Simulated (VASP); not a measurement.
# AlN (Cm) in VASP: single point with PBE

Aim: the single point of AlN with PBE.

Everything below comes from runs of VASP 6.6.1. Logs are shortened: lines on timing, memory, paths and dates and some standing lists are left out, and cuts for length are marked.

### Step 1. The cell of the first run

It takes space group Cm (No. 8, monoclinic). Conventional cell: a = 5.350 Å, b = 3.089 Å, c = 15.366 Å, α = 90.00°, β = 100.02°, γ = 90.00°. Al (site symmetry m) has 5 N at 1.89 to 2.44 Å within 2.5 Å. Within 2.5 Å of Al (site symmetry m) lie 4 N at 1.89 Å. Within 2.5 Å of Al (site symmetry m) lie 4 N at 1.89 Å. Within 2.5 Å of Al (site symmetry m) lie 4 N at 1.89 Å. Al (site symmetry m) has 4 N at 1.89 Å within 2.5 Å. Al (site symmetry m) has 4 N at 1.89 Å within 2.5 Å. N (site symmetry m) has 4 Al at 1.89 Å within 2.5 Å. N (site symmetry m) has 4 Al at 1.89 Å within 2.5 Å.

### Step 2. Single point, PBE

The input, INCAR:

```
SYSTEM = AlN
PREC = Accurate ; ENCUT = 520
EDIFF = 1E-7 ; ISMEAR = 0
SIGMA = 0.05 ; LREAL = .FALSE.
LASPH = .TRUE. ; NELM = 80
ALGO = Normal ; ISIF = 2
LWAVE = .FALSE. ; LCHARG = .FALSE.
GGA = PE ; NBANDS = 36
ISYM = 0
```

The input, KPOINTS:

```
regular mesh
0
G
  8 8 2
  0 0 0
```

The input, POSCAR:

```
AlN
1.0
    2.1839935596     -2.1839935596      0.0000000000
    2.1839935596      0.0000000000     -2.1839935596
    9.8279710182      7.6439774586      8.7359742384
Al N
6 6
Direct
    0.6354333333      0.6666666667      0.0624666667
   -0.4479000000      0.0000000000      0.8958000000
    0.2187666667      0.3333333333      0.2291333333
    0.3854333333      0.6666666667      0.5624666667
   -0.1979000000      0.0000000000      0.3958000000
   -0.0312333333      0.3333333333      0.7291333333
    0.4479333333      0.6666666667      0.4374666667
    0.8646000000      1.0000000000      0.2708000000
    0.0312666667      0.3333333333      0.6041333333
    0.1979333333      0.6666666667      0.9374666667
   -0.3854000000      0.0000000000      0.7708000000
    0.2812666667      0.3333333333      0.1041333333
```

Potentials or basis: VASP PAW PBE potentials, release 64 (Al, N).

On the command line:

```console
$ cat potpaw_PBE.64/Al/POTCAR potpaw_PBE.64/N/POTCAR > POTCAR
$ mpirun -np 1 vasp_std > vasp.out
```

OUTCAR:

```text
SYSTEM = AlN
   PREC = Accurate
   ENCUT = 520
   EDIFF = 1E-7
   ISMEAR = 0
   LREAL = .FALSE.
   LASPH = .TRUE.
   NELM = 80
   ISIF = 2
   GGA = PE
   ISYM = 0

 ion  position               nearest neighbor table
   1  0.635  0.667  0.062-  12 1.89  12 1.89  12 1.89  10 2.44  10 2.44   2 2.67   3 3.09   3 3.09
                             3 3.09
   2  0.552  0.000  0.896-  11 1.89  10 1.89  10 1.89  10 1.89   1 2.67   6 3.09   6 3.09   6 3.09

   3  0.219  0.333  0.229-  12 1.89   8 1.89   8 1.89   8 1.89   1 3.09   1 3.09   1 3.09   5 3.09
                             5 3.09   5 3.09
   4  0.385  0.667  0.562-   9 1.89   9 1.89   9 1.89   7 1.89   6 3.09   6 3.09   6 3.09   5 3.09
                             5 3.09   5 3.09
   5  0.802  0.000  0.396-   8 1.89   7 1.89   7 1.89   7 1.89   4 3.09   4 3.09   3 3.09   3 3.09
                             4 3.09   3 3.09
   6  0.969  0.333  0.729-   9 1.89  11 1.89  11 1.89  11 1.89   4 3.09   4 3.09   4 3.09   2 3.09
                             2 3.09   2 3.09
   7  0.448  0.667  0.437-   4 1.89   5 1.89   5 1.89   5 1.89
   8  0.865  0.000  0.271-   5 1.89   3 1.89   3 1.89   3 1.89
   9  0.031  0.333  0.604-   4 1.89   4 1.89   4 1.89   6 1.89
  10  0.198  0.667  0.937-   2 1.89   2 1.89   2 1.89   1 2.44   1 2.44
  11  0.615  0.000  0.771-   2 1.89   6 1.89   6 1.89   6 1.89
  12  0.281  0.333  0.104-   1 1.89   1 1.89   1 1.89   3 1.89

IMPORTANT INFORMATION: All symmetrisations will be switched off!
NOSYMM: (Re-)initialisation of all symmetry stuff for point group C_1.

----------------------------------------------------------------------------------------

                                     Primitive cell

  volume of cell :     125.0073

  direct lattice vectors                    reciprocal lattice vectors
     2.183993560 -2.183993560  0.000000000     0.133547402 -0.324329406  0.133547402
     2.183993560  0.000000000 -2.183993560     0.152625603  0.152625603 -0.305251205
     9.827971018  7.643977459  8.735974238     0.038156401  0.038156401  0.038156401

  length of vectors
     3.088633312  3.088633312 15.209755146     0.375312378  0.373854848  0.066088825

  position of ions in fractional coordinates (direct lattice)
     0.635433333  0.666666667  0.062466667
     0.552100000  1.000000000  0.895800000
     0.218766667  0.333333333  0.229133333
     0.385433333  0.666666667  0.562466667
     0.802100000  1.000000000  0.395800000
     0.968766667  0.333333333  0.729133333
     0.447933333  0.666666667  0.437466667
     0.864600000  1.000000000  0.270800000
     0.031266667  0.333333333  0.604133333
     0.197933333  0.666666667  0.937466667
[... 118 lines left out ...]
   ISYM   =      0    0-nonsym 1-usesym 2-fastsym
   POTIM  = 0.5000    time-step for ionic-motion
   TEBEG  =    0.0;   TEEND  =   0.0 temperature during run
   PSTRESS=    0.0 pullay stress
   NELECT =      48.0000    total number of electrons
   NUPDOWN=      -1.0000    fix difference up-down
   EMIN   =  10.00;   EMAX   =-10.00  energy-range for DOS
   EFERMI =   0.00;   METHOD = LEGACY
   ISMEAR =     0;   SIGMA  =   0.05  broadening in eV -4-tet -1-fermi 0-gaus
   EFERMI_NEDOS =   21; number of points for ismear=-14 and -15
   IALGO  =     38    algorithm
   IMIX   =      4    mixing-type and parameters
     AMIX     =   0.40;   BMIX     =  1.00
     AMIX_MAG =   1.60;   BMIX_MAG =  1.00
  volume/ion in A,a.u.               =      10.42        70.30
  Fermi-wavevector in a.u.,A,eV,Ry     =   1.189899  2.248583 19.263943  1.415860
  Thomas-Fermi vector in A             =   2.325996
   LORBIT       =      0    0 simple, 1 ext, 2 COOP (PROOUT), +10 PAW based schemes
   GGA     = PE    functional components
   LHFCALC =     F    Hartree Fock is set to
   AEXX    =    0.0000 exact exchange contribution
   IVDW    =     0    specifies the selected vdW correction
   LEPSILON=     F    determine dielectric tensor
   LRPA    =     F    only Hartree local field effects (RPA)
 non-spin polarized calculation
 Gauss-broadening in eV      SIGMA  =   0.05
  energy-cutoff  :      520.00
  volume of cell :      125.01
 maximum number of plane-waves:      3392
   NGX = 11   NGY = 11   NGZ = 57

 number of electron      48.0000008 magnetization

 Free energy of the ion-electron system (eV)
  ---------------------------------------------------
  ext. energy  EPLUGINS =         0.00000000
  ---------------------------------------------------
  free energy    TOTEN  =       -87.74058558 eV

  energy without entropy =      -87.74058558  energy(sigma->0) =      -87.74058558

 E-fermi :   6.5870     XC(G=0): -10.9585

 val. band max:        6.3544585700   @ k =   0.1250   0.1250  -0.0000
 cond. band min:       9.3627966555   @ k =   0.0000   0.5000   0.0000
 fundamental gap:      3.0083380854
 Fermi energy:         6.5870426082

 k-point     1 :       0.0000    0.0000    0.0000
  band No.  band energies     occupation
      1      -8.9908      2.00000
      2      -8.5963      2.00000
      3      -8.5271      2.00000
      4      -7.6071      2.00000
      5      -7.5242      2.00000
      6      -6.8728      2.00000
[... 925 lines left out ...]
     35      16.3341      0.00000
     36      16.5296      0.00000

 [... further k-points ...]
[... 5 lines left out ...]
  --------------------------------------------------------------------------------------
  -------------------------------------------------------------------------------------
  Total        0.4017146      0.4016466      7.0487655      1.7569616      1.2866315      1.2866723
  in kB        5.1486438      5.1477724     90.3417169     22.5184006     16.4903343     16.4908567
  external PRESSURE =      33.5460444 kB  Pullay stress =       0.0000000 kB

 VOLUME and BASIS-vectors are now :
 -----------------------------------------------------------------------------
  energy-cutoff  :      520.00
  volume of cell :      125.01
      direct lattice vectors                 reciprocal lattice vectors
     2.183993560 -2.183993560  0.000000000     0.133547402 -0.324329406  0.133547402
     2.183993560  0.000000000 -2.183993560     0.152625603  0.152625603 -0.305251205
     9.827971018  7.643977459  8.735974238     0.038156401  0.038156401  0.038156401

 POSITION                                       TOTAL-FORCE (eV/Angst)
 -----------------------------------------------------------------------------------
      3.45770     -0.91029     -0.91029        -0.305943     -0.305948      0.026007
     10.00968      5.64169      7.82569        -0.284384     -0.284391     -0.808909
      3.45770      1.27371      1.27371         0.057143      0.057135      0.169813
      7.82569      3.45770      3.45770         0.032992      0.032984      0.033318
      5.64169      1.27371      3.45770         0.032348      0.032341      0.033602
     10.00968      3.45770      5.64169         0.036596      0.036588      0.045564
      6.73369      2.36570      2.36570        -0.032827     -0.032818     -0.030532
      4.54970      0.18171      2.36570        -0.028788     -0.028781     -0.027463
      6.73369      4.54970      4.54970        -0.032399     -0.032392     -0.034157
     11.10168      6.73369      6.73369         0.570812      0.570815     -0.231701
      8.91768      4.54970      6.73369        -0.059344     -0.059336     -0.038620
      2.36570      0.18171      0.18171         0.013794      0.013803      0.863079
 -----------------------------------------------------------------------------------
    total drift:                                0.000036      0.000075     -0.000724

  FREE ENERGIE OF THE ION-ELECTRON SYSTEM (eV)
  ---------------------------------------------------
  free  energy   TOTEN  =       -87.7405855770 eV

  energy  without entropy=      -87.7405855770  energy(sigma->0) =      -87.74058558
```

OSZICAR:

```text
N       E                     dE             d eps       ncg     rms          rms(c)
DAV:   1     0.178805348368E+03    0.17881E+03   -0.22330E+04  4896   0.120E+03
DAV:   2    -0.855322796537E+02   -0.26434E+03   -0.24976E+03  6356   0.244E+02
DAV:   3    -0.101743633984E+03   -0.16211E+02   -0.16107E+02  6232   0.632E+01
DAV:   4    -0.101911808455E+03   -0.16817E+00   -0.16799E+00  6120   0.727E+00
DAV:   5    -0.101914301042E+03   -0.24926E-02   -0.24920E-02  6044   0.884E-01    0.210E+01
DAV:   6    -0.877560491035E+02    0.14158E+02   -0.51368E+01  5932   0.315E+01    0.730E+00
DAV:   7    -0.877922328974E+02   -0.36184E-01   -0.18068E+00  5572   0.631E+00    0.508E+00
DAV:   8    -0.877459377056E+02    0.46295E-01   -0.17166E-01  6012   0.256E+00    0.782E-01
DAV:   9    -0.877392802174E+02    0.66575E-02   -0.33512E-02  6200   0.833E-01    0.359E-01
DAV:  10    -0.877405693219E+02   -0.12891E-02   -0.49953E-03  6028   0.364E-01    0.132E-01
DAV:  11    -0.877405799049E+02   -0.10583E-04   -0.58569E-04  5976   0.163E-01    0.433E-02
DAV:  12    -0.877405820532E+02   -0.21483E-05   -0.17391E-04  6016   0.684E-02    0.178E-02
DAV:  13    -0.877405852010E+02   -0.31478E-05   -0.13144E-05  6432   0.266E-02    0.100E-02
DAV:  14    -0.877405855883E+02   -0.38726E-06   -0.32415E-06  6024   0.122E-02    0.315E-03
DAV:  15    -0.877405855484E+02    0.39919E-07   -0.16011E-06  5956   0.688E-03    0.175E-03
DAV:  16    -0.877405855770E+02   -0.28650E-07   -0.13786E-07  3700   0.214E-03
   1 F= -.87740586E+02 E0= -.87740586E+02  d E =-.297380E-12
```

stdout:

```text
POSCAR found type information on POSCAR AlN
 POSCAR found :  2 types and      12 ions
 scaLAPACK will be used
 LDA part: xc-table for (Slater+PW92), standard interpolation
 -----------------------------------------------------------------------------
|                                                                             |
|           W    W    AA    RRRRR   N    N  II  N    N   GGGG   !!!           |
|           W    W   A  A   R    R  NN   N  II  NN   N  G    G  !!!           |
|           W    W  A    A  R    R  N N  N  II  N N  N  G       !!!           |
|           W WW W  AAAAAA  RRRRR   N  N N  II  N  N N  G  GGG   !            |
|           WW  WW  A    A  R   R   N   NN  II  N   NN  G    G                |
|           W    W  A    A  R    R  N    N  II  N    N   GGGG   !!!           |
|                                                                             |
|     Your reciprocal lattice and k-lattice belong to different lattice       |
|     classes:                                                                |
|                                                                             |
|        The reciprocal lattice is body-centered orthorhombic,                |
|        whereas your k-lattice is base-centered monoclinic.                  |
|                                                                             |
|     Results are often still useful ...                                      |
|                                                                             |
 -----------------------------------------------------------------------------

 POSCAR, INCAR and KPOINTS ok, starting setup
 FFT: planning ... GRIDC
 FFT: planning ... GRID_SOFT
 FFT: planning ... GRID
 WAVECAR not read
 entering main loop
```

Run time: 2.1 min. Hardware: 1 thread of Intel Xeon 6975P-C (Granite Rapids), shared host; peak memory 0.38 GiB.

Results:

```yaml
Free_energy: -87.7406 eV
Pressure: 3.4 GPa
Largest_force: 0.903 eV/Å
Band_gap_on_the_k_mesh: 3.01 eV, indirect (least direct gap 3.44 eV)
```

Forces on the atoms (eV/Å):
```
Al  -0.306 -0.306  0.026
Al  -0.284 -0.284 -0.809
Al   0.057  0.057  0.170
Al   0.033  0.033  0.033
Al   0.032  0.032  0.034
Al   0.037  0.037  0.046
N   -0.033 -0.033 -0.031
N   -0.029 -0.029 -0.027
N   -0.032 -0.032 -0.034
N    0.571  0.571 -0.232
N   -0.059 -0.059 -0.039
N    0.014  0.014  0.863
```

A k mesh can miss the band edges.
